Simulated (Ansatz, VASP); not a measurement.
WC in VASP and in Ansatz

Contents of INCAR:

```
ALGO = Normal
EDIFF = 1E-6
ENCUT = 520
GGA = PE
ISIF = 2
ISMEAR = -1
LASPH = True
LCHARG = True
LELF = True
LREAL = False
LVHAR = True
LWAVE = False
NBANDS = 16
NELM = 80
PREC = Accurate
SIGMA = 0.05
```

KPOINTS

```
k-points
0
Gamma
  10 10 10
```

The input POSCAR:

```
WC
1.0
    0.0000000000      2.3021091000      2.3021091000
    2.3021091000      0.0000000000      2.3021091000
    2.3021091000      2.3021091000      0.0000000000
W C
1 1
Direct
   -0.0200050000     -0.0053940000      0.0089470000
    0.7474570000      0.7627780000      0.7477320000
```

File input.yaml:

```yaml
crystal:
  lattice:
    - [0.0, 2.3021091, 2.3021091]
    - [2.3021091, 0.0, 2.3021091]
    - [2.3021091, 2.3021091, 0.0]
  atoms:
    - { symbol: W, position: [-0.020005, -0.005394, 0.008947] }
    - { symbol: C, position: [0.747457, 0.762778, 0.747732] }
kpoints:
  mp_grid: { grid: [10, 10, 10] }
scf:
  occupations: { method: fermi_dirac, width: 0.05 }
hamiltonian:
  xc: pbe
  pseudopotentials: { kind: all_electron, lapw: { basis_error: 0.001 } }
output:
  forces: true
  stress: true
  eigenvalues: true
  populations: true
```

Change from the starting cell: atoms moved at random, drawn with an rms of 0.05 Å.

Alike in both runs: task single point; functional PBE; k mesh 10 × 10 × 10; occupations fermi-dirac, width 0.05 eV; no spin polarisation.

|  | VASP | Ansatz |
| --- | --- | --- |
| version | VASP 6.6.1 | Ansatz 0.2.0 |
| potentials or method | VASP PAW PBE potentials, release 64 (W_sv, C), cutoff 520 eV | all-electron LAPW, scalar-relativistic |

VASP gave:

```
gap on the k mesh at the Fermi level (eV)                     : none
pressure (GPa)                                                : 20.2
traceless stress, the component that is largest in VASP (GPa) : 12.51
rms of the force components (eV/Å)                            : 0.991
```

Task: What did Ansatz give for the same quantities?

Result: gap on the k mesh at the Fermi level (eV): none; pressure (GPa): 19.1; traceless stress, the component that is largest in VASP (GPa): 12.30; rms of the force components (eV/Å): 0.979.

Atom by atom the forces differ by 0.012 eV/Å (rms over components). A gap of «none» marks a metal or a gap that the smearing closes. Ansatz ran all-electron here, and VASP with PAW potentials.

Neither program's run includes spin-orbit coupling.
